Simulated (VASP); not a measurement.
# Ir3O8 (a cell with a defect) in VASP: single point with PBE

Aim: the single point of Ir3O8 (a cell with a defect) with PBE.

Everything below comes from runs of VASP 6.6.1. Logs are shortened: lines on timing, memory, paths and dates and some standing lists are left out, and cuts for length are marked.

### Step 1. The cell of the first run

The cell holds a defect, 11 atoms: a = 5.566 Å, b = 5.566 Å, c = 6.451 Å, α = 54.58°, β = 54.58°, γ = 70.83°.

### Step 2. Single point, PBE

Input file INCAR:

```
SYSTEM = Ir3O8
PREC = Accurate
ENCUT = 520
EDIFF = 1E-6
ISMEAR = -1
SIGMA = 0.5
LREAL = .FALSE.
LASPH = .TRUE.
NELM = 120
ALGO = Normal
ISIF = 2
LWAVE = .FALSE.
LCHARG = .FALSE.
GGA = PE
NBANDS = 60
GGA_COMPAT = .FALSE.
```

Input file KPOINTS:

```
regular mesh
0
G
  4 4 4
  0 0 0
```

Input file POSCAR:

```
Ir3O8
1.0
    0.0000000000      4.5612761000      3.1890623700
    4.5612761000      0.0000000000      3.1890623700
    4.5612761000      4.5612761000      0.0000000000
Ir O
3 8
Direct
    0.2605343168      0.2628171273      0.2369336738
    0.7364650375      0.7387626984      0.7610037289
   -0.0014708021      0.0008078622     -0.0010456524
   -0.0014264465      0.0008340277      0.6890634530
    0.4984835453      0.5007622255      0.1871018501
    0.4273704884      0.0224063785      0.7737682335
    0.9769168398      0.5719782722      0.2241578865
   -0.0014715187      0.0007522169      0.3088516638
    0.4985734938      0.5007568799      0.8108422990
    0.0201143983      0.4295921915      0.7738071296
    0.5696873739      0.9792385936      0.2241192115
```

Potentials or basis: VASP PAW PBE potentials, release 64 (Ir_sv_GW, O).

Started as:

```
> cat potpaw_PBE.64/Ir_sv_GW/POTCAR potpaw_PBE.64/O/POTCAR > POTCAR
> mpirun -np 1 vasp_std > vasp.out
```

OUTCAR:

```text
SYSTEM = Ir3O8
   PREC = Accurate
   ENCUT = 520
   EDIFF = 1E-6
   ISMEAR = -1
   LREAL = .FALSE.
   LASPH = .TRUE.
   NELM = 120
   ISIF = 2
   GGA = PE

 ion  position               nearest neighbor table
   1  0.261  0.263  0.237-  11 1.91   7 1.91   5 1.94   9 1.94   4 2.07   8 2.07   2 3.04
   2  0.736  0.739  0.761-   6 1.91  10 1.91   9 1.94   5 1.94   8 2.07   4 2.07   1 3.04
   3  0.999  0.001  0.999-  10 1.95   7 1.95  11 1.95   6 1.95   4 2.00   8 2.00
   4  0.999  0.001  0.689-   3 2.00   1 2.07   2 2.07
   5  0.498  0.501  0.187-   1 1.94   2 1.94
   6  0.427  0.022  0.774-   2 1.91   3 1.95
   7  0.977  0.572  0.224-   1 1.91   3 1.95
   8  0.999  0.001  0.309-   3 2.00   2 2.07   1 2.07
   9  0.499  0.501  0.811-   2 1.94   1 1.94
  10  0.020  0.430  0.774-   2 1.91   3 1.95
  11  0.570  0.979  0.224-   1 1.91   3 1.95

  LATTYP: Found a body centered tetragonal cell.
 ALAT       =     6.4506185223
 C/A-ratio  =     0.9887617316

  Lattice vectors:

 A1 = (   0.0000000000,  -4.5612761000,  -3.1890623700)
 A2 = (   0.0000000000,   4.5612761000,  -3.1890623700)
 A3 = (   4.5612761000,   0.0000000000,   3.1890623700)

Analysis of symmetry for initial positions (statically):
=====================================================================
 Subroutine PRICEL returns:
 Original cell was already a primitive cell.

 Routine SETGRP: Setting up the symmetry group for a
 body centered tetragonal supercell.

 Subroutine GETGRP returns: Found  1 space group operations
 (whereof  1 operations were pure point group operations)
 out of a pool of 16 trial point group operations.

The static configuration has the point symmetry C_1 .

Analysis of symmetry for dynamics (positions and initial velocities):
=====================================================================
 Subroutine PRICEL returns:
 Original cell was already a primitive cell.

 Routine SETGRP: Setting up the symmetry group for a
 body centered tetragonal supercell.

 Subroutine GETGRP returns: Found  1 space group operations
 (whereof  1 operations were pure point group operations)
 out of a pool of 16 trial point group operations.

The dynamic configuration has the point symmetry C_1 .

 Subroutine INISYM returns: Found  1 space group operations
 (whereof  1 operations are pure point group operations),
 and found     1 'primitive' translations

----------------------------------------------------------------------------------------

                                     Primitive cell

  volume of cell :     132.6984

  direct lattice vectors                    reciprocal lattice vectors
     0.000000000  4.561276100  3.189062370    -0.109618446  0.109618446  0.156785896
     4.561276100  0.000000000  3.189062370     0.109618446 -0.109618446  0.156785896
     4.561276100  4.561276100  0.000000000     0.109618446  0.109618446 -0.156785896

  length of vectors
     5.565551047  5.565551047  6.450618522     0.220486337  0.220486337  0.220486337

  position of ions in fractional coordinates (direct lattice)
     0.260534317  0.262817127  0.236933674
     0.736465037  0.738762698  0.761003729
     0.998529198  0.000807862  0.998954348
     0.998573554  0.000834028  0.689063453
     0.498483545  0.500762225  0.187101850
     0.427370488  0.022406379  0.773768234
     0.976916840  0.571978272  0.224157887
     0.998528481  0.000752217  0.308851664
     0.498573494  0.500756880  0.810842299
     0.020114398  0.429592191  0.773807130
     0.569687374  0.979238594  0.224119212

  ion indices of the primitive-cell ions
   primitive index   ion index
                 1           1
                 2           2
                 3           3
                 4           4
                 5           5
                 6           6
                 7           7
                 8           8
                 9           9
                10          10
                11          11

----------------------------------------------------------------------------------------

 KPOINTS: regular mesh

Automatic generation of k-mesh.
 Grid dimensions read from file:
 generate k-points for:    4    4    4

 Generating k-lattice:

  Cartesian coordinates                     Fractional coordinates (reciprocal lattice)
    -0.027404612  0.027404612  0.039196474     0.250000000  0.000000000  0.000000000
     0.027404612 -0.027404612  0.039196474     0.000000000  0.250000000  0.000000000
     0.027404612  0.027404612 -0.039196474     0.000000000  0.000000000  0.250000000

  Length of vectors
     0.055121584  0.055121584  0.055121584

  Shift w.r.t. Gamma in fractional coordinates (k-lattice)
     0.000000000  0.000000000  0.000000000

 Subroutine IBZKPT returns following result:
 ===========================================

 Found     36 irreducible k-points:

 Following reciprocal coordinates:
            Coordinates               Weight
  0.000000  0.000000  0.000000      1.000000
  0.250000 -0.000000  0.000000      2.000000
 -0.000000 -0.000000 -0.250000      2.000000
 -0.000000  0.250000  0.000000      2.000000
  0.250000  0.250000  0.250000      2.000000
  0.500000 -0.000000  0.000000      1.000000
[... 16 lines left out ...]
  0.250000  0.500000  0.500000      2.000000
  0.250000  0.000000  0.500000      2.000000
 [... further k-points ...]
   k-points           NKPTS =     36   k-points in BZ     NKDIM =     36   number of bands    NBANDS=     60
   number of dos      NEDOS =    301   number of ions     NIONS =     11
   total plane-waves  NPLWV =  84672
   dimension x,y,z NGX =    42 NGY =   42 NGZ =   48
   dimension x,y,z NGXF=    84 NGYF=   84 NGZF=   96
   ions per type =               3   8
   NGX,Y,Z   is equivalent  to a cutoff of  12.55, 12.55, 12.37 a.u.
   NGXF,Y,Z  is equivalent  to a cutoff of  25.09, 25.09, 24.74 a.u.
 SYSTEM =  Ir3O8
   PREC   = accura    normal or accurate (medium, high low for compatibility)
   ISTART =      0    job   : 0-new  1-cont  2-samecut
   ICHARG =      2    charge: 1-file 2-atom 10-const
   ISPIN  =      1    spin polarized calculation?
   LNONCOLLINEAR =      F non collinear calculations
   LSORBIT =      F    spin-orbit coupling
   LASPH  =      T    aspherical Exc in radial PAW
   ENCUT  =  520.0 eV  38.22 Ry    6.18 a.u.  10.35 10.35 11.99*2*pi/ulx,y,z
   NELM   =    120;   NELMIN=  2; NELMDL= -5     # of ELM steps
   EDIFF  = 0.1E-05   stopping-criterion for ELM
   LREAL  =      F    real-space projection
   EDIFFG = 0.1E-04   stopping-criterion for IOM
   NSW    =      0    number of steps for IOM
   IBRION =     -1    ionic relax: 0-MD 1-quasi-New 2-CG
   NFREE  =      0    steps in history (QN), initial steepest desc. (CG)
   ISIF   =      2    stress and relaxation
   ISYM   =      2    0-nonsym 1-usesym 2-fastsym
   POTIM  = 0.5000    time-step for ionic-motion
   TEBEG  =    0.0;   TEEND  =   0.0 temperature during run
   PSTRESS=    0.0 pullay stress
   NELECT =      99.0000    total number of electrons
   NUPDOWN=      -1.0000    fix difference up-down
   EMIN   =  10.00;   EMAX   =-10.00  energy-range for DOS
   EFERMI =   0.00;   METHOD = LEGACY
   ISMEAR =    -1;   SIGMA  =   0.50  broadening in eV -4-tet -1-fermi 0-gaus
   EFERMI_NEDOS =   21; number of points for ismear=-14 and -15
   IALGO  =     38    algorithm
   IMIX   =      4    mixing-type and parameters
     AMIX     =   0.40;   BMIX     =  1.00
     AMIX_MAG =   1.60;   BMIX_MAG =  1.00
  volume/ion in A,a.u.               =      12.06        81.41
  Fermi-wavevector in a.u.,A,eV,Ry     =   1.484789  2.805844 29.995370  2.204597
  Thomas-Fermi vector in A             =   2.598282
   LORBIT       =      0    0 simple, 1 ext, 2 COOP (PROOUT), +10 PAW based schemes
   GGA     = PE    functional components
   LHFCALC =     F    Hartree Fock is set to
   AEXX    =    0.0000 exact exchange contribution
   IVDW    =     0    specifies the selected vdW correction
   LEPSILON=     F    determine dielectric tensor
   LRPA    =     F    only Hartree local field effects (RPA)
 non-spin polarized calculation
  energy-cutoff  :      520.00
  volume of cell :      132.70
 maximum number of plane-waves:      3584
 NGX is ok and might be reduce to    42
   NGX = 21   NGY = 21   NGZ = 23

 number of electron      99.0000009 magnetization

 Free energy of the ion-electron system (eV)
  ---------------------------------------------------
  ext. energy  EPLUGINS =         0.00000000
  ---------------------------------------------------
  free energy    TOTEN  =       -77.48678973 eV

  energy without entropy =      -72.63797493  energy(sigma->0) =      -75.06238233

 E-fermi :   3.9858     XC(G=0): -10.9876

 val. band max:        3.9804810802   @ k =   0.0000  -0.2500   0.2500
 cond. band min:       3.9858617327   @ k =  -0.2500   0.2500   0.5000
 fundamental gap:      0.0053806525
 Fermi energy:         3.9858367408

 k-point     1 :       0.0000    0.0000    0.0000
  band No.  band energies     occupation
      1     -90.0812      2.00000
      2     -89.9189      2.00000
      3     -89.9156      2.00000
      4     -46.8745      2.00000
      5     -46.8624      2.00000
      6     -46.8517      2.00000
[... 52 lines left out ...]
     59       9.3828      0.00004
     60       9.7063      0.00002

 k-point     2 :       0.2500   -0.0000    0.0000
  band No.  band energies     occupation
      1     -90.0813      2.00000
      2     -89.9188      2.00000
      3     -89.9159      2.00000
      4     -46.8718      2.00000
      5     -46.8675      2.00000
      6     -46.8485      2.00000
[... 52 lines left out ...]
     59       9.2699      0.00005
     60      10.7095      0.00000

 k-point     3 :      -0.0000   -0.0000   -0.2500
  band No.  band energies     occupation
      1     -90.0813      2.00000
      2     -89.9188      2.00000
      3     -89.9159      2.00000
      4     -46.8742      2.00000
      5     -46.8633      2.00000
      6     -46.8516      2.00000
[... 1312 lines left out ...]
     59       9.1191      0.00007
     60      11.9211      0.00000

 k-point    24 :       0.2500    0.0000    0.5000
  band No.  band energies     occupation
      1     -90.0813      2.00000
      2     -89.9188      2.00000
      3     -89.9160      2.00000
      4     -46.8721      2.00000
      5     -46.8673      2.00000
      6     -46.8490      2.00000
[... 52 lines left out ...]
     59       9.1188      0.00007
     60      11.9213      0.00000

 [... further k-points ...]
[... 5 lines left out ...]
  --------------------------------------------------------------------------------------
  -------------------------------------------------------------------------------------
  Total       -1.6778274     -1.6746118     -5.9067536      1.1448846     -0.0023128      0.0037418
  in kB      -20.2577932    -20.2189690    -71.3171046     13.8231359     -0.0279247      0.0451773
  external PRESSURE =     -37.2646222 kB  Pullay stress =       0.0000000 kB

 VOLUME and BASIS-vectors are now :
 -----------------------------------------------------------------------------
  energy-cutoff  :      520.00
  volume of cell :      132.70
      direct lattice vectors                 reciprocal lattice vectors
     0.000000000  4.561276100  3.189062370    -0.109618446  0.109618446  0.156785896
     4.561276100  0.000000000  3.189062370     0.109618446 -0.109618446  0.156785896
     4.561276100  4.561276100  0.000000000     0.109618446  0.109618446 -0.156785896

 POSITION                                       TOTAL-FORCE (eV/Angst)
 -----------------------------------------------------------------------------------
      2.27950      2.26909      1.66900         0.001193     -0.000053     -0.109262
      6.84085      6.83037      4.70459        -0.001030      0.004510      0.110542
      4.56019      9.11107      3.18695         0.000290      0.000255     -0.002779
      3.14681      7.69778      3.18717        -0.007142     -0.007537     -0.002971
      3.13754      3.12714      3.18666         0.043118      0.042588      0.002328
      3.63157      5.47873      1.43437         0.005836     -0.007237      0.010022
      3.63140      5.47843      4.93952         0.005050     -0.005817     -0.009672
      1.41219      5.96332      3.18677         0.006381      0.004851     -0.000386
      5.98257      5.97261      3.18693        -0.041485     -0.044617      0.000274
      5.48904      3.62130      1.43414        -0.004431      0.004141      0.012606
      5.48885      3.62077      4.93962        -0.007780      0.008915     -0.010702
 -----------------------------------------------------------------------------------
    total drift:                               -0.000308      0.000700     -0.000773

  FREE ENERGIE OF THE ION-ELECTRON SYSTEM (eV)
  ---------------------------------------------------
  free  energy   TOTEN  =       -77.4867897278 eV

  energy  without entropy=      -72.6379749336  energy(sigma->0) =      -75.06238233
```

It took 6.1 min on 1 thread of Intel Xeon Platinum 8488C (Sapphire Rapids), shared host; peak memory 0.4 GiB.

Results:

```
Free energy            : -77.4868 eV
Pressure               : -3.7 GPa
Largest force          : 0.111 eV/Å
Band gap on the k mesh : zero (an odd number of electrons rules out a gap without spin polarisation)
```

Forces on the atoms (eV/Å):
```
Ir   0.001  0.000 -0.109
Ir  -0.001  0.005  0.111
Ir   0.000  0.000 -0.003
O   -0.007 -0.008 -0.003
O    0.043  0.043  0.002
O    0.006 -0.007  0.010
O    0.005 -0.006 -0.010
O    0.006  0.005  0.000
O   -0.041 -0.045  0.000
O   -0.004  0.004  0.013
O   -0.008  0.009 -0.011
```

Stress tensor (GPa, compression positive):
```
-2.03  1.38  0.00
 1.38 -2.02  0.00
 0.00  0.00 -7.13
```

Levels at points of the mesh, in eV from the Fermi level:
```tsv
k point	band 46	band 47	band 48	band 49	band 50	band 51	band 52	band 53	band 54	band 55
(0.00, 0.00, 0.00)	-1.25	-1.13	-0.98	-0.84	-0.49	-0.36	0.12	1.10	2.04	2.52
(0.50, 0.00, 0.00)	-1.53	-0.69	-0.62	-0.04	-0.04	0.01	0.65	0.85	2.35	2.93
(0.00, 0.00, 0.50)	-1.01	-0.72	-0.62	-0.36	-0.27	0.22	0.29	0.88	2.30	2.94
(0.00, 0.50, 0.00)	-1.53	-0.69	-0.62	-0.04	-0.04	0.01	0.65	0.85	2.35	2.93
(0.50, 0.50, 0.50)	-1.01	-0.72	-0.62	-0.36	-0.27	0.22	0.29	0.88	2.30	2.94
(0.50, 0.50, 0.00)	-1.75	-0.60	-0.50	-0.11	-0.08	0.07	0.86	0.94	2.42	2.56
(0.50, 0.00, 0.50)	-1.59	-1.09	-1.01	-0.30	0.03	0.26	0.78	0.99	1.98	2.54
(0.00, 0.50, 0.50)	-1.59	-1.09	-1.01	-0.30	0.03	0.26	0.78	0.99	1.98	2.54
```

Caveat: so wide a smearing shifts energies and pressures; spin-orbit coupling is left out, which moves the levels of the heavy elements; an odd number of electrons without spin polarisation forces a metal; a magnetic or distorted state may lie lower.
